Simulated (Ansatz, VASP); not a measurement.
One calculation of TiB2, two programs

```
Ti B
1.0
     2.99392    0.00000    0.00000
    -1.49696    2.59281    0.00000
     0.00000    0.00000    3.15950
Ti B
1 2
Direct
  0.00000 0.00000 0.00000
  0.33333 0.66667 0.50000
  0.66667 0.33333 0.50000
```

Alike in both runs: functional LDA; k mesh 15 × 15 × 12; occupations gaussian, width 0.1 eV; no spin polarisation.

Ansatz relaxed the structure, and its values are those at the end. VASP's run is a single point on that final structure, the one shown.

|  | VASP | Ansatz |
| --- | --- | --- |
| version | VASP 6.6.1 | Ansatz 0.2.0 |
| potentials or method | VASP PAW LDA potentials, release 64 (Ti_sv, B), cutoff 520 eV | scalar-relativistic, plane waves, PAW |
| valence electrons in the cell | 18 | 18 |

```tsv
	VASP	Ansatz	Ansatz less VASP
gap on the k mesh at the Fermi level (eV)	none	none	-
pressure (GPa)	0.6	0.0	-0.63
```

Ansatz warns that its potentials were made for another functional, while VASP's fit it. LDA's correlation is that of Perdew and Zunger in VASP and of Perdew and Wang (1992) in Ansatz. A gap of «none» marks a metal or a gap that the smearing closes.
